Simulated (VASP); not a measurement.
Input of a VASP 6.6.1 run:

Contents of INCAR:

```
PREC = Accurate ; ENCUT = 520
EDIFF = 1E-6 ; ISMEAR = 0
SIGMA = 0.1 ; LREAL = F
LASPH = T ; NELM = 150
ALGO = Normal ; ISIF = 2
LWAVE = F ; LCHARG = T
ISPIN = 2 ; MAGMOM = 0 0
LORBIT = 11 ; NUPDOWN = 0.0
LMAXMIX = 4 ; GGA = PS
LELF = T ; LVHAR = T
NBANDS = 18
```

The input KPOINTS:

```
regular mesh
0
Gamma
  16 16 16
```

Contents of POSCAR:

```
CoO
1.0
    2.5724609762      0.0000000000      0.0000000000
    0.0000000000      2.5724609762      0.0000000000
    0.0000000000      0.0000000000      2.5724609762
Co O
1 1
Direct
    0.0000000000      0.0000000000      0.0000000000
    0.5000000000      0.5000000000      0.5000000000
```

Potentials or basis: VASP PAW PBE potentials, release 64 (Co, O).

Run with:

```sh
$ cat potpaw_PBE.64/Co/POTCAR potpaw_PBE.64/O/POTCAR > POTCAR
$ mpirun -np 1 vasp_std > vasp.out
```

Problem. What does it give for the pressure?

Solution. -15.8 GPa.

Caveat: the PAW data sets were made with another functional, which shifts forces and pressure a little; the total moment is fixed, so each spin has its own Fermi level.
